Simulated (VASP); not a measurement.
# W: single point with PBEsol

Crystal: W.

```xyz
1
Lattice="-1.5772 1.5772 1.5772 1.5772 -1.5772 1.5772 1.5772 1.5772 -1.5772" Properties=species:S:1:pos:R:3 pbc="T T T"
W     0.0000    0.0000    0.0000
```

* Program: VASP 6.6.1
* Task: single point
* Functional: PBEsol
* Potentials or basis: VASP PAW PBE potentials, release 64 (W_sv)
* Cutoff: 520 eV
* k mesh: 18 × 18 × 18
* Occupations: gaussian, width 0.1 eV
* Spin: no spin polarisation
* Dipole correction: no
* Further INCAR settings: ALGO = Normal; EDIFF = 1e-07; NBANDS = 13

```yaml
Pressure: 0.7 GPa
Band_gap_on_the_k_mesh: zero (band 7 reaches 16.67 eV, above the bottom of band 8 at 10.17 eV)
```

Levels at points of the mesh, in eV from the Fermi level:
```tsv
k point	band 5	band 6	band 7	band 8	band 9	band 10
(0.00, 0.00, 0.00)	-9.70	-1.24	-1.24	-1.24	2.27	2.27
(0.50, 0.00, 0.00)	-6.35	-3.61	0.74	2.17	3.16	6.27
(0.50, 0.50, 0.50)	-5.93	-5.93	5.26	5.26	5.26	8.34
```

Wall time 43 s on 1 thread of AMD EPYC 7R13, with other jobs on the host, peak memory 0.12 GiB.

Caveat: the PAW data sets were made with another functional, which shifts forces and pressure a little; spin-orbit coupling is left out, which moves the levels of the heavy elements.
